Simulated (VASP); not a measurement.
# Rh (Im-3m) in VASP: notebook, part 2 of 2

VASP 6.6.1. The steps go on from the part before.

### Step 4. Single point, r2SCAN, collinear spin, ferromagnetic start (volume scaled by 1.04)

POSCAR reads:

```
Rh
1.0
   -1.5493278316      1.5493278316      1.5493278316
    1.5493278316     -1.5493278316      1.5493278316
    1.5493278316      1.5493278316     -1.5493278316
Rh
1
Direct
    0.0000000000      0.0000000000      0.0000000000
```

INCAR.step1 reads:

```
ALGO = Normal
EDIFF = 1E-4
ENCUT = 520
GGA = PE
ISMEAR = -1
ISPIN = 2
LASPH = T
LCHARG = F
LMAXMIX = 4
LREAL = F
LWAVE = T
MAGMOM = 0.873
NBANDS = 18
NELM = 150
PREC = Accurate
SIGMA = 0.05
```

INCAR.step2 reads:

```
ALGO = Normal
EDIFF = 1E-7
ENCUT = 520
ISIF = 2
ISMEAR = -1
ISPIN = 2
ISTART = 1
LASPH = T
LCHARG = F
LMAXMIX = 4
LMIXTAU = T
LORBIT = 11
LREAL = F
LWAVE = F
MAGMOM = 0.873
METAGGA = R2SCAN
NBANDS = 18
NELM = 150
PREC = Accurate
SIGMA = 0.05
```

KPOINTS reads:

```
k-points
0
Gamma
  16 16 16
```

The run is started by

```bash
cat potpaw_PBE.64/Rh_pv/POTCAR > POTCAR
cp INCAR.step1 INCAR
mpirun -np 1 vasp_std > vasp.out
cp INCAR.step2 INCAR
mpirun -np 1 vasp_std > vasp.out
```

It took 2.8 min on 1 thread of AMD EPYC 9R45 (Zen 5), shared host; peak memory 0.15 GiB.

Results (log left out):

- Free energy: -23.8019 eV
- Pressure: -8.4 GPa
- Net moment: 0.84 μB per cell
- Site moments: Rh +0.86 μB
- Valence electrons inside the program's atomic spheres: Rh 13.70

Levels at points of the mesh, in eV from the Fermi level:
Spin up:
```csv
k point,band 4,band 5,band 6,band 7,band 8,band 9,band 10,band 11,band 12,band 13
"(0.00, 0.00, 0.00)",-7.64,-3.26,-3.26,-3.26,-1.30,-1.30,17.15,19.00,19.00,19.00
"(0.50, 0.00, 0.00)",-5.99,-4.65,-1.26,-1.01,0.89,1.34,8.68,14.94,17.15,18.39
"(0.50, 0.50, 0.50)",-6.14,-6.14,0.43,0.43,0.43,9.46,9.46,9.46,17.13,18.61
```
Spin down:
| k point | band 5 | band 6 | band 7 | band 8 | band 9 | band 10 |
| --- | --- | --- | --- | --- | --- | --- |
| (0.00, 0.00, 0.00) | -2.67 | -2.67 | -2.67 | -0.01 | -0.01 | 18.43 |
| (0.50, 0.00, 0.00) | -4.14 | -0.17 | 0.33 | 1.24 | 1.62 | 9.20 |
| (0.50, 0.50, 0.50) | -5.31 | 1.15 | 1.15 | 1.15 | 9.51 | 9.51 |

Caveat: the PAW data sets were made with another functional, which shifts forces and pressure a little.

### Step 5. Single point, r2SCAN, collinear spin, ferromagnetic start (volume scaled by 1.08)

POSCAR reads:

```
Rh
1.0
   -1.5689416585      1.5689416585      1.5689416585
    1.5689416585     -1.5689416585      1.5689416585
    1.5689416585      1.5689416585     -1.5689416585
Rh
1
Direct
    0.0000000000      0.0000000000      0.0000000000
```

INCAR.step1 reads:

```
SYSTEM = Rh
PREC = Accurate
ENCUT = 520
ISMEAR = -1
SIGMA = 0.05
LREAL = .False.
LASPH = .True.
NELM = 150
ISPIN = 2
MAGMOM = 0.873
LMAXMIX = 4
NBANDS = 18
GGA = PE
ALGO = Normal
EDIFF = 1E-4
LWAVE = .True.
LCHARG = .False.
```

INCAR.step2 reads:

```
SYSTEM = Rh
PREC = Accurate
ENCUT = 520
EDIFF = 1E-7
ISMEAR = -1
SIGMA = 0.05
LREAL = .False.
LASPH = .True.
NELM = 150
ALGO = Normal
ISIF = 2
LWAVE = .False.
LCHARG = .False.
ISPIN = 2
MAGMOM = 0.873
LORBIT = 11
LMAXMIX = 4
METAGGA = R2SCAN
LMIXTAU = .True.
NBANDS = 18
ISTART = 1
```

KPOINTS reads:

```
Automatic mesh
0
Gamma
  16 16 16
  0 0 0
```

Potentials or basis: VASP PAW PBE potentials, release 64 (Rh_pv).

The run is started by

```bash
cat potpaw_PBE.64/Rh_pv/POTCAR > POTCAR
cp INCAR.step1 INCAR
mpirun -np 1 vasp_std > vasp.out
cp INCAR.step2 INCAR
mpirun -np 1 vasp_std > vasp.out
```

OUTCAR:

```text
SYSTEM = Rh
   PREC = Accurate
   ENCUT = 520
   EDIFF = 1E-7
   ISMEAR = -1
   LREAL = .False.
   LASPH = .True.
   NELM = 150
   ISIF = 2
   ISPIN = 2
   LORBIT = 11
   METAGGA = R2SCAN
   ISTART = 1

 ion  position               nearest neighbor table
   1  0.000  0.000  0.000-

  LATTYP: Found a body centered cubic cell.
 ALAT       =     3.1378833170

  Lattice vectors:

 A1 = (  -1.5689416585,   1.5689416585,   1.5689416585)
 A2 = (   1.5689416585,  -1.5689416585,   1.5689416585)
 A3 = (   1.5689416585,   1.5689416585,  -1.5689416585)

Analysis of symmetry for initial positions (statically):
=====================================================================
 Subroutine PRICEL returns:
 Original cell was already a primitive cell.

 Routine SETGRP: Setting up the symmetry group for a
 body centered cubic supercell.

 Subroutine GETGRP returns: Found 48 space group operations
 (whereof 48 operations were pure point group operations)
 out of a pool of 48 trial point group operations.

The static configuration has the point symmetry O_h .

Analysis of symmetry for dynamics (positions and initial velocities):
[... 681 lines left out ...]
     18      43.5369      0.00000

 [... further k-points ...]

 spin component 2

 k-point     1 :       0.0000    0.0000    0.0000
  band No.  band energies     occupation
      1     -37.0676      1.00000
      2     -37.0676      1.00000
      3     -37.0676      1.00000
      4       2.3361      1.00000
      5       7.4302      1.00000
      6       7.4303      1.00000
[... 493 lines left out ...]
     17      42.1628      0.00000
     18      44.1644      0.00000

 [... further k-points ...]

------------------------ aborting loop because EDIFF is reached ----------------------------------------

  FORCE on cell =-STRESS in cart. coord.  units (eV):
  Direction    XX          YY          ZZ          XY          YZ          ZX
  --------------------------------------------------------------------------------------
  -------------------------------------------------------------------------------------
  Total       -1.2310829     -1.2310829     -1.2310829     -0.0000000     -0.0000000     -0.0000000
  in kB     -127.6784193   -127.6784193   -127.6784193     -0.0000000     -0.0000000     -0.0000000
  external PRESSURE =    -127.6784193 kB  Pullay stress =       0.0000000 kB

 VOLUME and BASIS-vectors are now :
 -----------------------------------------------------------------------------
  energy-cutoff  :      520.00
  volume of cell :       15.45
      direct lattice vectors                 reciprocal lattice vectors
    -1.568941659  1.568941659  1.568941659     0.000000000  0.318686165  0.318686165
     1.568941659 -1.568941659  1.568941659     0.318686165  0.000000000  0.318686165
     1.568941659  1.568941659 -1.568941659     0.318686165  0.318686165  0.000000000

 POSITION                                       TOTAL-FORCE (eV/Angst)
 -----------------------------------------------------------------------------------
      0.00000      0.00000      0.00000         0.000000      0.000000      0.000000
 -----------------------------------------------------------------------------------
    total drift:                                0.000000     -0.000000     -0.000000

  FREE ENERGIE OF THE ION-ELECTRON SYSTEM (eV)
  ---------------------------------------------------
  free  energy   TOTEN  =       -23.7642511630 eV

  energy  without entropy=      -23.7508284335  energy(sigma->0) =      -23.75753980

 total charge

# of ion       s       p       d       tot
------------------------------------------
    1        0.378   6.229   7.035  13.642

 magnetization (x)

# of ion       s       p       d       tot
------------------------------------------
    1       -0.009  -0.015   1.207   1.183
```

It took 3.1 min on 1 thread of AMD EPYC 9R45 (Zen 5), shared host; peak memory 0.15 GiB.

Results:

| Property | Result |
| --- | --- |
| Free energy | -23.7643 eV |
| Pressure | -12.8 GPa |
| Net moment | 1.16 μB per cell |
| Site moments | Rh +1.18 μB |
| Valence electrons inside the program's atomic spheres | Rh 13.64 |

Caveat: the PAW data sets were made with another functional, which shifts forces and pressure a little.

### Step 6. Single point, r2SCAN, collinear spin, ferromagnetic start (volume scaled by 1.12)

POSCAR reads:

```
Rh
1.0
   -1.5880769792      1.5880769792      1.5880769792
    1.5880769792     -1.5880769792      1.5880769792
    1.5880769792      1.5880769792     -1.5880769792
Rh
1
Direct
    0.0000000000      0.0000000000      0.0000000000
```

INCAR.step1 reads:

```
SYSTEM = Rh
ALGO = Normal
EDIFF = 1E-4
ENCUT = 520
GGA = PE
ISMEAR = -1
ISPIN = 2
LASPH = .TRUE.
LCHARG = .FALSE.
LMAXMIX = 4
LREAL = .FALSE.
LWAVE = .TRUE.
MAGMOM = 0.873
NBANDS = 18
NELM = 150
PREC = Accurate
SIGMA = 0.05
```

INCAR.step2 reads:

```
SYSTEM = Rh
ALGO = Normal
EDIFF = 1E-7
ENCUT = 520
ISIF = 2
ISMEAR = -1
ISPIN = 2
ISTART = 1
LASPH = .TRUE.
LCHARG = .FALSE.
LMAXMIX = 4
LMIXTAU = .TRUE.
LORBIT = 11
LREAL = .FALSE.
LWAVE = .FALSE.
MAGMOM = 0.873
METAGGA = R2SCAN
NBANDS = 18
NELM = 150
PREC = Accurate
SIGMA = 0.05
```

KPOINTS reads:

```
k-points
0
G
  16 16 16
  0 0 0
```

Potentials or basis: VASP PAW PBE potentials, release 64 (Rh_pv).

The run is started by

```bash
cat potpaw_PBE.64/Rh_pv/POTCAR > POTCAR
cp INCAR.step1 INCAR
mpirun -np 1 vasp_std > vasp.out
cp INCAR.step2 INCAR
mpirun -np 1 vasp_std > vasp.out
```

OUTCAR:

```text
SYSTEM = Rh
   EDIFF = 1E-7
   ENCUT = 520
   ISIF = 2
   ISMEAR = -1
   ISPIN = 2
   ISTART = 1
   LASPH = .TRUE.
   LORBIT = 11
   LREAL = .FALSE.
   METAGGA = R2SCAN
   NELM = 150
   PREC = Accurate

 ion  position               nearest neighbor table
   1  0.000  0.000  0.000-

  LATTYP: Found a body centered cubic cell.
 ALAT       =     3.1761539584

  Lattice vectors:

 A1 = (  -1.5880769792,   1.5880769792,   1.5880769792)
 A2 = (   1.5880769792,  -1.5880769792,   1.5880769792)
 A3 = (   1.5880769792,   1.5880769792,  -1.5880769792)

Analysis of symmetry for initial positions (statically):
=====================================================================
 Subroutine PRICEL returns:
 Original cell was already a primitive cell.

 Routine SETGRP: Setting up the symmetry group for a
 body centered cubic supercell.

 Subroutine GETGRP returns: Found 48 space group operations
 (whereof 48 operations were pure point group operations)
 out of a pool of 48 trial point group operations.

The static configuration has the point symmetry O_h .

Analysis of symmetry for dynamics (positions and initial velocities):
[... 179 lines left out ...]
 k-point     1 :       0.0000    0.0000    0.0000
  band No.  band energies     occupation
      1     -39.0397      1.00000
      2     -39.0397      1.00000
      3     -39.0397      1.00000
      4       2.0894      1.00000
      5       5.9922      1.00000
      6       5.9922      1.00000
[... 493 lines left out ...]
     17      40.5483      0.00000
     18      42.2382      0.00000

 [... further k-points ...]

 spin component 2

 k-point     1 :       0.0000    0.0000    0.0000
  band No.  band energies     occupation
      1     -37.4389      1.00000
      2     -37.4389      1.00000
      3     -37.4389      1.00000
      4       1.9942      1.00000
      5       7.1304      1.00000
      6       7.1304      1.00000
[... 493 lines left out ...]
     17      41.0979      0.00000
     18      42.9956      0.00000

 [... further k-points ...]
[... 5 lines left out ...]
  --------------------------------------------------------------------------------------
  -------------------------------------------------------------------------------------
  Total       -1.5886520     -1.5886520     -1.5886520     -0.0000000     -0.0000000     -0.0000000
  in kB     -158.8783430   -158.8783430   -158.8783430     -0.0000000     -0.0000000     -0.0000000
  external PRESSURE =    -158.8783430 kB  Pullay stress =       0.0000000 kB

 VOLUME and BASIS-vectors are now :
 -----------------------------------------------------------------------------
  energy-cutoff  :      520.00
  volume of cell :       16.02
      direct lattice vectors                 reciprocal lattice vectors
    -1.588076979  1.588076979  1.588076979     0.000000000  0.314846199  0.314846199
     1.588076979 -1.588076979  1.588076979     0.314846199  0.000000000  0.314846199
     1.588076979  1.588076979 -1.588076979     0.314846199  0.314846199  0.000000000

 POSITION                                       TOTAL-FORCE (eV/Angst)
 -----------------------------------------------------------------------------------
      0.00000      0.00000      0.00000        -0.000000      0.000000     -0.000000
 -----------------------------------------------------------------------------------
    total drift:                               -0.000000     -0.000000      0.000000

  FREE ENERGIE OF THE ION-ELECTRON SYSTEM (eV)
  ---------------------------------------------------
  free  energy   TOTEN  =       -23.7120867786 eV

  energy  without entropy=      -23.6976110257  energy(sigma->0) =      -23.70484890

 total charge

# of ion       s       p       d       tot
------------------------------------------
    1        0.367   6.215   7.008  13.590

 magnetization (x)

# of ion       s       p       d       tot
------------------------------------------
    1       -0.011  -0.016   1.466   1.439
```

Run time: 5.6 min. Hardware: 1 thread of Oxide Virtual Turin-like, shared host; peak memory 0.15 GiB.

Results:

```yaml
Free_energy: -23.7121 eV
Pressure: -15.9 GPa
Net_moment: 1.41 μB per cell
Site_moments: Rh +1.44 μB
Valence_electrons_inside_the_program's_atomic_spheres: Rh 13.59
```

Caveat: the PAW data sets were made with another functional, which shifts forces and pressure a little.

### Step 7. The runs side by side

| cell | gap on the mesh (eV) | pressure (GPa) | moment (μB) |
| --- | --- | --- | --- |
| a = 2.613 Å, angles 109.5°, 1 atom | none | 10.9 | 0.72 |
| a = 2.649 Å, angles 109.5°, 1 atom | none | -0.1 | 0.76 |
| a = 2.684 Å, angles 109.5°, 1 atom | none | -8.4 | 0.84 |
| a = 2.717 Å, angles 109.5°, 1 atom | none | -12.8 | 1.16 |
| a = 2.751 Å, angles 109.5°, 1 atom | none | -15.9 | 1.41 |

Alike in all rows: task single point; level r2SCAN; potentials or basis VASP PAW PBE potentials, release 64 (Rh_pv); spin collinear, ferromagnetic start; k mesh 16 × 16 × 16; cutoff (eV) 520; smearing fermi-dirac 0.05 eV.

Caveats: the PAW data sets were made with another functional, which shifts forces and pressure a little.

Total energies depend on the potentials used, so only differences within one code and one set of settings carry meaning.
